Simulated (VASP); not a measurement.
# TiB2 (P6/mmm) in VASP: further runs

TiB2 is run at these levels: PBE; tasks: single point.

Everything below comes from runs of VASP 6.6.1. Logs are shortened: lines on timing, memory, paths and dates and some standing lists are left out, and cuts for length are marked.

### Step 1. The cell of the first run

The structure is hexagonal, space group P6/mmm (No. 191). The conventional cell has a = 2.978 Å, b = 2.978 Å, c = 3.142 Å, α = 90.00°, β = 90.00°, γ = 120.00°. Within 3.2 Å of Ti (site symmetry 6/mmm) lie 12 B at 2.33 Å and 8 Ti at 2.98 to 3.14 Å. B (site symmetry -6m2) has 3 B at 1.72 Å and 6 Ti at 2.33 Å within 2.4 Å.

### Step 2. Single point, PBE (8.04 Å³/atom)

The input, INCAR:

```
  ALGO = Normal
  EDIFF = 1E-6
  ENCUT = 520
  GGA = PE
  ISIF = 2
  ISMEAR = 0
  LASPH = True
  LCHARG = False
  LREAL = False
  LWAVE = False
  NBANDS = 16
  NELM = 80
  PREC = Accurate
  SIGMA = 0.1
```

The input, KPOINTS:

```
k-points
0
Gamma
  18 18 14
```

The input, POSCAR:

```
TiB2
1.0
    2.9777910463      0.0000000000      0.0000000000
   -1.4888955232      2.5788426933      0.0000000000
    0.0000000000      0.0000000000      3.1417231303
Ti B
1 2
Direct
    0.0000000000      0.0000000000      0.0000000000
    0.3333333333      0.6666666667      0.5000000000
    0.6666666667      0.3333333333      0.5000000000
```

Potentials or basis: VASP PAW PBE potentials, release 64 (Ti_sv, B).

Run with:

```
> cat potpaw_PBE.64/Ti_sv/POTCAR potpaw_PBE.64/B/POTCAR > POTCAR
> mpirun -np 1 vasp_std > vasp.out
```

OUTCAR:

```text
EDIFF = 1E-6
   ENCUT = 520
   GGA = PE
   ISIF = 2
   ISMEAR = 0
   LASPH = True
   LREAL = False
   NELM = 80
   PREC = Accurate

 ion  position               nearest neighbor table
   1  0.000  0.000  0.000-   2 2.33   3 2.33   2 2.33   3 2.33   3 2.33   3 2.33   2 2.33   2 2.33
                             3 2.33   3 2.33   2 2.33   2 2.33
   2  0.333  0.667  0.500-   3 1.72   3 1.72   3 1.72   1 2.33   1 2.33   1 2.33   1 2.33   1 2.33
                             1 2.33
   3  0.667  0.333  0.500-   2 1.72   2 1.72   2 1.72   1 2.33   1 2.33   1 2.33   1 2.33   1 2.33
                             1 2.33

  LATTYP: Found a hexagonal cell.
 ALAT       =     2.9777910463
 C/A-ratio  =     1.0550515740

  Lattice vectors:

 A1 = (   2.9777910463,   0.0000000000,   0.0000000000)
 A2 = (  -1.4888955232,   2.5788426933,   0.0000000000)
 A3 = (   0.0000000000,   0.0000000000,   3.1417231303)

Analysis of symmetry for initial positions (statically):
=====================================================================
 Subroutine PRICEL returns:
 Original cell was already a primitive cell.

 Routine SETGRP: Setting up the symmetry group for a
 hexagonal supercell.

 Subroutine GETGRP returns: Found 24 space group operations
 (whereof 24 operations were pure point group operations)
 out of a pool of 24 trial point group operations.

The static configuration has the point symmetry D_6h.

Analysis of symmetry for dynamics (positions and initial velocities):
=====================================================================
 Subroutine PRICEL returns:
 Original cell was already a primitive cell.

 Routine SETGRP: Setting up the symmetry group for a
 hexagonal supercell.

 Subroutine GETGRP returns: Found 24 space group operations
 (whereof 24 operations were pure point group operations)
 out of a pool of 24 trial point group operations.

The dynamic configuration has the point symmetry D_6h.

 Subroutine INISYM returns: Found 24 space group operations
 (whereof 24 operations are pure point group operations),
 and found     1 'primitive' translations

----------------------------------------------------------------------------------------

                                     Primitive cell

  volume of cell :      24.1261

  direct lattice vectors                    reciprocal lattice vectors
     2.977791046  0.000000000  0.000000000     0.335819399  0.193885421  0.000000000
    -1.488895523  2.578842693  0.000000000     0.000000000  0.387770841  0.000000000
     0.000000000  0.000000000  3.141723130     0.000000000  0.000000000  0.318296667

  length of vectors
     2.977791046  2.977791046  3.141723130     0.387770841  0.387770841  0.318296667

  position of ions in fractional coordinates (direct lattice)
     0.000000000  0.000000000  0.000000000
     0.333333333  0.666666667  0.500000000
     0.666666667  0.333333333  0.500000000

  ion indices of the primitive-cell ions
   primitive index   ion index
                 1           1
                 2           2
                 3           3

----------------------------------------------------------------------------------------

 KPOINTS: k-points

Automatic generation of k-mesh.
 Grid dimensions read from file:
 generate k-points for:   18   18   14

 Generating k-lattice:

  Cartesian coordinates                     Fractional coordinates (reciprocal lattice)
     0.018656633  0.010771412  0.000000000     0.055555556  0.000000000  0.000000000
     0.000000000  0.021542825  0.000000000     0.000000000  0.055555556  0.000000000
     0.000000000  0.000000000  0.022735476     0.000000000  0.000000000  0.071428571

  Length of vectors
     0.021542825  0.021542825  0.022735476

  Shift w.r.t. Gamma in fractional coordinates (k-lattice)
     0.000000000  0.000000000  0.000000000

 Subroutine IBZKPT returns following result:
 ===========================================

 Found    296 irreducible k-points:

 Following reciprocal coordinates:
            Coordinates               Weight
  0.000000  0.000000  0.000000      1.000000
  0.055556 -0.000000  0.000000      6.000000
  0.111111 -0.000000  0.000000      6.000000
  0.166667 -0.000000  0.000000      6.000000
  0.222222 -0.000000  0.000000      6.000000
  0.277778 -0.000000  0.000000      6.000000
[... 16 lines left out ...]
  0.333333  0.111111  0.000000     12.000000
  0.388889  0.111111  0.000000     12.000000
 [... further k-points ...]
   k-points           NKPTS =    296   k-points in BZ     NKDIM =    296   number of bands    NBANDS=     16
   number of dos      NEDOS =    301   number of ions     NIONS =      3
   total plane-waves  NPLWV =  13824
   dimension x,y,z NGX =    24 NGY =   24 NGZ =   24
   dimension x,y,z NGXF=    48 NGYF=   48 NGZF=   48
   ions per type =               1   2
   NGX,Y,Z   is equivalent  to a cutoff of  13.40, 13.40, 12.70 a.u.
   NGXF,Y,Z  is equivalent  to a cutoff of  26.80, 26.80, 25.40 a.u.
 SYSTEM =  unknown system
   PREC   = accura    normal or accurate (medium, high low for compatibility)
   ISTART =      0    job   : 0-new  1-cont  2-samecut
   ICHARG =      2    charge: 1-file 2-atom 10-const
   ISPIN  =      1    spin polarized calculation?
   LNONCOLLINEAR =      F non collinear calculations
   LSORBIT =      F    spin-orbit coupling
   LASPH  =      T    aspherical Exc in radial PAW
   ENCUT  =  520.0 eV  38.22 Ry    6.18 a.u.   5.54  5.54  5.84*2*pi/ulx,y,z
   NELM   =     80;   NELMIN=  2; NELMDL= -5     # of ELM steps
   EDIFF  = 0.1E-05   stopping-criterion for ELM
   LREAL  =      F    real-space projection
[... 7 lines left out ...]
   TEBEG  =    0.0;   TEEND  =   0.0 temperature during run
   PSTRESS=    0.0 pullay stress
   NELECT =      18.0000    total number of electrons
   NUPDOWN=      -1.0000    fix difference up-down
   EMIN   =  10.00;   EMAX   =-10.00  energy-range for DOS
   EFERMI =   0.00;   METHOD = LEGACY
   ISMEAR =     0;   SIGMA  =   0.10  broadening in eV -4-tet -1-fermi 0-gaus
   EFERMI_NEDOS =   21; number of points for ismear=-14 and -15
   IALGO  =     38    algorithm
   IMIX   =      4    mixing-type and parameters
     AMIX     =   0.40;   BMIX     =  1.00
     AMIX_MAG =   1.60;   BMIX_MAG =  1.00
  volume/ion in A,a.u.               =       8.04        54.27
  Fermi-wavevector in a.u.,A,eV,Ry     =   1.484807  2.805878 29.996109  2.204652
  Thomas-Fermi vector in A             =   2.598298
   LORBIT       =      0    0 simple, 1 ext, 2 COOP (PROOUT), +10 PAW based schemes
   GGA     = PE    functional components
   LHFCALC =     F    Hartree Fock is set to
   AEXX    =    0.0000 exact exchange contribution
   IVDW    =     0    specifies the selected vdW correction
   LEPSILON=     F    determine dielectric tensor
   LRPA    =     F    only Hartree local field effects (RPA)
 non-spin polarized calculation
 Gauss-broadening in eV      SIGMA  =   0.10
  energy-cutoff  :      520.00
  volume of cell :       24.13
 maximum number of plane-waves:       672
 NGX is ok and might be reduce to    24
   NGX = 11   NGY = 11   NGZ = 11

 number of electron      18.0000002 magnetization

 Free energy of the ion-electron system (eV)
  ---------------------------------------------------
  ext. energy  EPLUGINS =         0.00000000
  ---------------------------------------------------
  free energy    TOTEN  =       -24.34765303 eV

  energy without entropy =      -24.34598019  energy(sigma->0) =      -24.34681661

 E-fermi :  10.7327     XC(G=0): -13.0696

 val. band max:       10.7308342697   @ k =   0.0000   0.0000   0.3571
 cond. band min:      10.7406828387   @ k =   0.0556   0.0556   0.3571
 fundamental gap:      0.0098485690
 Fermi energy:        10.7326825664

 k-point     1 :       0.0000    0.0000    0.0000
  band No.  band energies     occupation
      1     -46.1037      2.00000
      2     -22.4631      2.00000
      3     -22.1194      2.00000
      4     -22.1194      2.00000
      5      -3.1459      2.00000
      6       7.8813      2.00000
[... 8 lines left out ...]
     15      16.6489      0.00000
     16      17.9760      0.00000

 k-point     2 :       0.0556   -0.0000    0.0000
  band No.  band energies     occupation
      1     -46.1017      2.00000
      2     -22.4605      2.00000
      3     -22.1347      2.00000
      4     -22.1228      2.00000
      5      -3.0836      2.00000
      6       7.7070      2.00000
[... 8 lines left out ...]
     15      17.0840      0.00000
     16      18.1675      0.00000

 k-point     3 :       0.1111   -0.0000    0.0000
  band No.  band energies     occupation
      1     -46.0957      2.00000
      2     -22.4532      2.00000
      3     -22.1788      2.00000
      4     -22.1327      2.00000
      5      -2.8985      2.00000
      6       7.2199      2.00000
[... 8 lines left out ...]
     15      18.0415      0.00000
     16      18.7476      0.00000

 k-point     4 :       0.1667   -0.0000    0.0000
  band No.  band energies     occupation
      1     -46.0866      2.00000
      2     -22.4418      2.00000
      3     -22.2456      2.00000
      4     -22.1478      2.00000
      5      -2.5960      2.00000
      6       6.5120      2.00000
[... 8 lines left out ...]
     15      19.2391      0.00000
     16      19.3173      0.00000
[... 324 lines left out ...]
 k-point    22 :       0.2778    0.1111    0.0000
  band No.  band energies     occupation
      1     -46.0493      2.00000
      2     -22.4889      2.00000
      3     -22.3955      2.00000
      4     -22.2334      2.00000
      5      -0.9076      2.00000
      6       3.9245      2.00000
[... 8 lines left out ...]
     15      19.2051      0.00000
     16      20.4591      0.00000

 k-point    23 :       0.3333    0.1111    0.0000
  band No.  band energies     occupation
      1     -46.0406      2.00000
      2     -22.5440      2.00000
      3     -22.3847      2.00000
      4     -22.2526      2.00000
      5      -0.2328      2.00000
      6       3.0432      2.00000
[... 8 lines left out ...]
     15      19.1800      0.00000
     16      20.3264      0.00000

 k-point    24 :       0.3889    0.1111    0.0000
  band No.  band energies     occupation
      1     -46.0350      2.00000
      2     -22.5797      2.00000
      3     -22.3777      2.00000
      4     -22.2651      2.00000
      5       0.5083      2.00000
      6       2.1716      2.00000
[... 8 lines left out ...]
     15      19.1233      0.00000
     16      20.2230      0.00000

 [... further k-points ...]

------------------------ aborting loop because EDIFF is reached ----------------------------------------

  FORCE on cell =-STRESS in cart. coord.  units (eV):
  Direction    XX          YY          ZZ          XY          YZ          ZX
  --------------------------------------------------------------------------------------
  -------------------------------------------------------------------------------------
  Total        2.6776271      2.6776271      2.6758077     -0.0000000      0.0000000     -0.0000000
  in kB      177.8171723    177.8171723    177.6963501     -0.0000000      0.0000000     -0.0000000
  external PRESSURE =     177.7768982 kB  Pullay stress =       0.0000000 kB

 VOLUME and BASIS-vectors are now :
 -----------------------------------------------------------------------------
  energy-cutoff  :      520.00
  volume of cell :       24.13
      direct lattice vectors                 reciprocal lattice vectors
     2.977791046  0.000000000  0.000000000     0.335819399  0.193885421  0.000000000
    -1.488895523  2.578842693  0.000000000     0.000000000  0.387770841  0.000000000
     0.000000000  0.000000000  3.141723130     0.000000000  0.000000000  0.318296667

 POSITION                                       TOTAL-FORCE (eV/Angst)
 -----------------------------------------------------------------------------------
      0.00000      0.00000      0.00000        -0.000000      0.000000      0.000000
     -0.00000      1.71923      1.57086        -0.000000      0.000000     -0.000000
      1.48890      0.85961      1.57086         0.000000      0.000000      0.000000
 -----------------------------------------------------------------------------------
    total drift:                               -0.000000      0.000000      0.000000

  FREE ENERGIE OF THE ION-ELECTRON SYSTEM (eV)
  ---------------------------------------------------
  free  energy   TOTEN  =       -24.3476530272 eV

  energy  without entropy=      -24.3459801868  energy(sigma->0) =      -24.34681661
```

Wall time 56 s (1 thread of Intel Xeon Platinum 8488C (Sapphire Rapids), shared host); peak memory 0.23 GiB.

Results:

```yaml
Free_energy: -24.3477 eV
Pressure: 17.8 GPa
Band_gap_on_the_k_mesh: zero (bands 9 and 10 overlap by 0.66 eV)
```

Caveat: the cell stands under pressure.

(Continued in part 2 of 2.)
